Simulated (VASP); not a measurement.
Here is a VASP 6.6.1 calculation.

The input INCAR:

```
PREC = Accurate ; ENCUT = 520
EDIFF = 1E-7 ; ISMEAR = 0
SIGMA = 0.15 ; LREAL = False
LASPH = True ; NELM = 100
ALGO = Fast ; ISIF = 2
LWAVE = False ; LCHARG = False
GGA = PE ; NBANDS = 18
```

Contents of KPOINTS:

```
Automatic mesh
0
Gamma
  18 18 10
```

Contents of POSCAR:

```
Sc
1.0
    3.3584298657      0.0000000000      0.0000000000
   -1.6792149328      2.9084855806      0.0000000000
    0.0000000000      0.0000000000      5.2680000000
Sc
2
Direct
    0.3333333333      0.6666666667      0.2500000000
    0.6666666667      0.3333333333      0.7500000000
```

Potentials or basis: VASP PAW PBE potentials, release 64 (Sc_sv).

Command:

```bash
$ cat potpaw_PBE.64/Sc_sv/POTCAR > POTCAR
$ mpirun -np 1 vasp_std > vasp.out
```

Predict the band gap on the k mesh.

zero (bands 11 and 12 overlap by 1.38 eV).

What does it give for the pressure?

-2.1 GPa.

Stress tensor (GPa, compression positive):
```
-1.97  0.00  0.00
 0.00 -1.97  0.00
 0.00  0.00 -2.36
```

Caveat: the cell differs from its parent crystal (strain +0.015 along x and y, +0.000 along z).
